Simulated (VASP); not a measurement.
# Hf (P-1) in VASP: single point with PBE

Aim: the single point of Hf with PBE.

Program: VASP 6.6.1. These are calculated values, not measurements. Logs are shortened: lines on timing, memory, paths and dates and some standing lists are left out, and cuts for length are marked.

**1. The cell of the first run**

The typed cell holds 1 atom: a = 3.162 Å, b = 3.126 Å, c = 3.219 Å, α = 59.09°, β = 60.61°, γ = 60.67°.

**2. Single point, PBE**

INCAR reads:

```
ALGO = Fast ; EDIFF = 1E-7
ENCUT = 520 ; GGA = PE
ISIF = 2 ; ISMEAR = 0
LASPH = T ; LCHARG = F
LREAL = F ; LWAVE = F
NBANDS = 11 ; NELM = 100
PREC = Accurate ; SIGMA = 0.15
```

KPOINTS reads:

```
k-points
0
Gamma
  14 14 14
```

POSCAR reads:

```
Hf
1.0
   -0.0180269836      2.2527992767      2.2184576960
    2.2463560116      0.0269112718      2.1735194406
    2.2950545664      2.2565595761     -0.0217872830
Hf
1
Direct
    0.0000000000      0.0000000000      0.0000000000
```

Potentials or basis: VASP PAW PBE potentials, release 64 (Hf_pv).

Launch:

```
$ cat potpaw_PBE.64/Hf_pv/POTCAR > POTCAR
$ mpirun -np 1 vasp_std > vasp.out
```

OUTCAR:

```text
EDIFF = 1E-7
   ENCUT = 520
   GGA = PE
   ISIF = 2
   ISMEAR = 0
   LASPH = T
   LREAL = F
   NELM = 100
   PREC = Accurate

 ion  position               nearest neighbor table
   1  0.000  0.000  0.000-

  LATTYP: Found a triclinic cell.
 ALAT       =     8.3142605876
 B/A-ratio  =     0.5309347016
 C/A-ratio  =     0.8574473498
 COS(alpha) =     0.0002176123
 COS(beta)  =     0.6022028128
 COS(gamma) =     0.7938107292

  Lattice vectors:

 A1 = (  -2.2103020444,  -4.5325098252,  -6.6104348326)
 A2 = (   0.0667255384,  -0.0231509724,  -4.4137644196)
 A3 = (  -2.3257261376,  -6.7390071571,  -0.0013636894)

Analysis of symmetry for initial positions (statically):
=====================================================================
 Subroutine PRICEL returns:
 Original cell was already a primitive cell.

 Routine SETGRP: Setting up the symmetry group for a
 triclinic supercell.

 Subroutine GETGRP returns: Found  2 space group operations
 (whereof  2 operations were pure point group operations)
 out of a pool of  2 trial point group operations.

The static configuration has the point symmetry S_2 .

Analysis of symmetry for dynamics (positions and initial velocities):
=====================================================================
 Subroutine PRICEL returns:
 Original cell was already a primitive cell.

 Routine SETGRP: Setting up the symmetry group for a
 triclinic supercell.

 Subroutine GETGRP returns: Found  2 space group operations
 (whereof  2 operations were pure point group operations)
 out of a pool of  2 trial point group operations.

The dynamic configuration has the point symmetry S_2 .

 Subroutine INISYM returns: Found  2 space group operations
 (whereof  2 operations are pure point group operations),
 and found     1 'primitive' translations

----------------------------------------------------------------------------------------

                                     Primitive cell

  volume of cell :      22.5448

  direct lattice vectors                    reciprocal lattice vectors
    -0.018026984  2.252799277  2.218457696    -0.217577965  0.223434083  0.222102764
     2.246356012  0.026911272  2.173519441     0.224227019 -0.225820481  0.231138216
     2.295054566  2.256559576 -0.021787283     0.214541311  0.222783826 -0.224489162

  length of vectors
     3.161800769  3.125864090  3.218666070     0.382874128  0.393316056  0.382172724

  position of ions in fractional coordinates (direct lattice)
     0.000000000  0.000000000  0.000000000

  ion indices of the primitive-cell ions
   primitive index   ion index
                 1           1

----------------------------------------------------------------------------------------

 KPOINTS: k-points

Automatic generation of k-mesh.
 Grid dimensions read from file:
 generate k-points for:   14   14   14

 Generating k-lattice:

  Cartesian coordinates                     Fractional coordinates (reciprocal lattice)
    -0.015541283  0.015959577  0.015864483     0.071428571 -0.000000000  0.000000000
     0.016016216 -0.016130034  0.016509873    -0.000000000  0.071428571 -0.000000000
     0.015324379  0.015913130 -0.016034940     0.000000000  0.000000000  0.071428571

  Length of vectors
     0.027348152  0.028094004  0.027298052

  Shift w.r.t. Gamma in fractional coordinates (k-lattice)
     0.000000000  0.000000000  0.000000000

 Subroutine IBZKPT returns following result:
 ===========================================

 Found   1376 irreducible k-points:

 Following reciprocal coordinates:
            Coordinates               Weight
  0.000000  0.000000  0.000000      1.000000
  0.071429  0.000000  0.000000      2.000000
  0.142857 -0.000000 -0.000000      2.000000
  0.214286  0.000000 -0.000000      2.000000
  0.285714 -0.000000  0.000000      2.000000
  0.357143  0.000000  0.000000      2.000000
[... 16 lines left out ...]
  0.000000  0.142857  0.000000      2.000000
  0.071429  0.142857  0.000000      2.000000
 [... further k-points ...]
   k-points           NKPTS =   1376   k-points in BZ     NKDIM =   1376   number of bands    NBANDS=     11
   number of dos      NEDOS =    301   number of ions     NIONS =      1
   total plane-waves  NPLWV =  13824
   dimension x,y,z NGX =    24 NGY =   24 NGZ =   24
   dimension x,y,z NGXF=    48 NGYF=   48 NGZF=   48
   ions per type =               1
   NGX,Y,Z   is equivalent  to a cutoff of  12.62, 12.76, 12.40 a.u.
   NGXF,Y,Z  is equivalent  to a cutoff of  25.24, 25.53, 24.79 a.u.
 SYSTEM =  unknown system
   PREC   = accura    normal or accurate (medium, high low for compatibility)
   ISTART =      0    job   : 0-new  1-cont  2-samecut
   ICHARG =      2    charge: 1-file 2-atom 10-const
   ISPIN  =      1    spin polarized calculation?
   LNONCOLLINEAR =      F non collinear calculations
   LSORBIT =      F    spin-orbit coupling
   LASPH  =      T    aspherical Exc in radial PAW
   ENCUT  =  520.0 eV  38.22 Ry    6.18 a.u.   5.88  5.81  5.98*2*pi/ulx,y,z
   NELM   =    100;   NELMIN=  2; NELMDL= -5     # of ELM steps
   EDIFF  = 0.1E-06   stopping-criterion for ELM
   LREAL  =      F    real-space projection
   EDIFFG = 0.1E-05   stopping-criterion for IOM
   NSW    =      0    number of steps for IOM
   IBRION =     -1    ionic relax: 0-MD 1-quasi-New 2-CG
   NFREE  =      0    steps in history (QN), initial steepest desc. (CG)
   ISIF   =      2    stress and relaxation
   ISYM   =      2    0-nonsym 1-usesym 2-fastsym
   POTIM  = 0.5000    time-step for ionic-motion
   TEBEG  =    0.0;   TEEND  =   0.0 temperature during run
   PSTRESS=    0.0 pullay stress
   NELECT =      10.0000    total number of electrons
   NUPDOWN=      -1.0000    fix difference up-down
   EMIN   =  10.00;   EMAX   =-10.00  energy-range for DOS
   EFERMI =   0.00;   METHOD = LEGACY
   ISMEAR =     0;   SIGMA  =   0.15  broadening in eV -4-tet -1-fermi 0-gaus
   EFERMI_NEDOS =   21; number of points for ismear=-14 and -15
   IALGO  =     68    algorithm
   IMIX   =      4    mixing-type and parameters
     AMIX     =   0.40;   BMIX     =  1.00
     AMIX_MAG =   1.60;   BMIX_MAG =  1.00
  volume/ion in A,a.u.               =      22.54       152.14
  Fermi-wavevector in a.u.,A,eV,Ry     =   1.248511  2.359344 21.208487  1.558780
  Thomas-Fermi vector in A             =   2.382594
   LORBIT       =      0    0 simple, 1 ext, 2 COOP (PROOUT), +10 PAW based schemes
   GGA     = PE    functional components
   LHFCALC =     F    Hartree Fock is set to
   AEXX    =    0.0000 exact exchange contribution
   IVDW    =     0    specifies the selected vdW correction
   LEPSILON=     F    determine dielectric tensor
   LRPA    =     F    only Hartree local field effects (RPA)
 non-spin polarized calculation
 RMM-DIIS sequential band-by-band and
 Gauss-broadening in eV      SIGMA  =   0.15
  energy-cutoff  :      520.00
  volume of cell :       22.54
 maximum number of plane-waves:       618
   NGX = 11   NGY = 11   NGZ = 11

 number of electron      10.0000000 magnetization

 Free energy of the ion-electron system (eV)
  ---------------------------------------------------
  ext. energy  EPLUGINS =         0.00000000
  ---------------------------------------------------
  free energy    TOTEN  =        -9.85360873 eV

  energy without entropy =       -9.83575354  energy(sigma->0) =       -9.84468114

 E-fermi :   4.6801     XC(G=0): -11.2504

 val. band max:        4.6792966239   @ k =   0.5000   0.2857   0.2857
 cond. band min:       4.6826548423   @ k =   0.5000  -0.1429   0.2143
 fundamental gap:      0.0033582184
 Fermi energy:         4.6801064191

 k-point     1 :       0.0000    0.0000    0.0000
  band No.  band energies     occupation
      1     -25.3772      2.00000
      2     -25.3614      2.00000
      3     -25.3315      2.00000
      4      -2.4958      2.00000
      5       5.7805      0.00000
      6       6.0484      0.00000
      7       6.4285      0.00000
      8       8.6246      0.00000
      9       9.0863      0.00000
     10      15.9806      0.00000
     11      19.3811      0.00000

 k-point     2 :       0.0714    0.0000    0.0000
  band No.  band energies     occupation
      1     -25.4117      2.00000
      2     -25.3712      2.00000
      3     -25.3373      2.00000
      4      -2.3229      2.00000
      5       5.7207      0.00000
      6       6.0081      0.00000
      7       6.5137      0.00000
      8       8.5557      0.00000
      9       8.9939      0.00000
     10      16.3630      0.00000
     11      19.2357      0.00000

 k-point     3 :       0.1429   -0.0000   -0.0000
  band No.  band energies     occupation
      1     -25.5219      2.00000
      2     -25.3857      2.00000
      3     -25.3518      2.00000
      4      -1.8278      2.00000
      5       5.3649      0.00000
      6       6.1016      0.00000
      7       6.7135      0.00000
      8       8.4570      0.00000
      9       8.8198      0.00000
     10      17.2179      0.00000
     11      18.1119      0.00000

 k-point     4 :       0.2143    0.0000   -0.0000
  band No.  band energies     occupation
      1     -25.6793      2.00000
      2     -25.4055      2.00000
      3     -25.3716      2.00000
      4      -1.0862      2.00000
      5       4.9273      0.01977
      6       6.1477      0.00000
      7       6.8383      0.00000
      8       8.5921      0.00000
      9       8.8430      0.00000
     10      16.5351      0.00000
     11      18.8156      0.00000
[... 239 lines left out ...]
 k-point    22 :      -0.0714    0.0714    0.0000
  band No.  band energies     occupation
      1     -25.4527      2.00000
      2     -25.3856      2.00000
      3     -25.3688      2.00000
      4      -2.0316      2.00000
      5       5.6028      0.00000
      6       6.1072      0.00000
      7       6.5595      0.00000
      8       8.2191      0.00000
      9       8.9910      0.00000
     10      16.9874      0.00000
     11      18.8214      0.00000

 k-point    23 :       0.0000    0.1429    0.0000
  band No.  band energies     occupation
      1     -25.5003      2.00000
      2     -25.4006      2.00000
      3     -25.3830      2.00000
      4      -1.7833      2.00000
      5       5.6544      0.00000
      6       6.1351      0.00000
      7       6.4561      0.00000
      8       8.3181      0.00000
      9       8.6929      0.00000
     10      17.2090      0.00000
     11      18.5607      0.00000

 k-point    24 :       0.0714    0.1429    0.0000
  band No.  band energies     occupation
      1     -25.4766      2.00000
      2     -25.4051      2.00000
      3     -25.3878      2.00000
      4      -1.8301      2.00000
      5       5.6443      0.00000
      6       6.1766      0.00000
      7       6.4249      0.00000
      8       8.2745      0.00000
      9       8.7642      0.00000
     10      17.3750      0.00000
     11      18.8265      0.00000

 [... further k-points ...]

------------------------ aborting loop because EDIFF is reached ----------------------------------------

  FORCE on cell =-STRESS in cart. coord.  units (eV):
  Direction    XX          YY          ZZ          XY          YZ          ZX
  --------------------------------------------------------------------------------------
  -------------------------------------------------------------------------------------
  Total       -0.1661128     -0.0373160      0.0799141     -0.1201682     -0.1035156      0.2717095
  in kB      -11.8050075     -2.6519079      5.6791942     -8.5398995     -7.3564605     19.3093706
  external PRESSURE =      -2.9259071 kB  Pullay stress =       0.0000000 kB

 VOLUME and BASIS-vectors are now :
 -----------------------------------------------------------------------------
  energy-cutoff  :      520.00
  volume of cell :       22.54
      direct lattice vectors                 reciprocal lattice vectors
    -0.018026984  2.252799277  2.218457696    -0.217577965  0.223434083  0.222102764
     2.246356012  0.026911272  2.173519441     0.224227019 -0.225820481  0.231138216
     2.295054566  2.256559576 -0.021787283     0.214541311  0.222783826 -0.224489162

 POSITION                                       TOTAL-FORCE (eV/Angst)
 -----------------------------------------------------------------------------------
      0.00000      0.00000      0.00000         0.000000     -0.000000     -0.000000
 -----------------------------------------------------------------------------------
    total drift:                               -0.000000     -0.000000     -0.000000

  FREE ENERGIE OF THE ION-ELECTRON SYSTEM (eV)
  ---------------------------------------------------
  free  energy   TOTEN  =        -9.8536087315 eV

  energy  without entropy=       -9.8357535424  energy(sigma->0) =       -9.84468114
```

It took 4.1 min on 1 thread of Intel Xeon Platinum 8488C (Sapphire Rapids), shared host; peak memory 0.43 GiB.

Results:

* Free energy: -9.8536 eV
* Pressure: -0.3 GPa
* Band gap on the k mesh: zero (bands 5 and 6 overlap by 1.82 eV)

Caveat: spin-orbit coupling is left out, which moves the levels of the heavy elements.
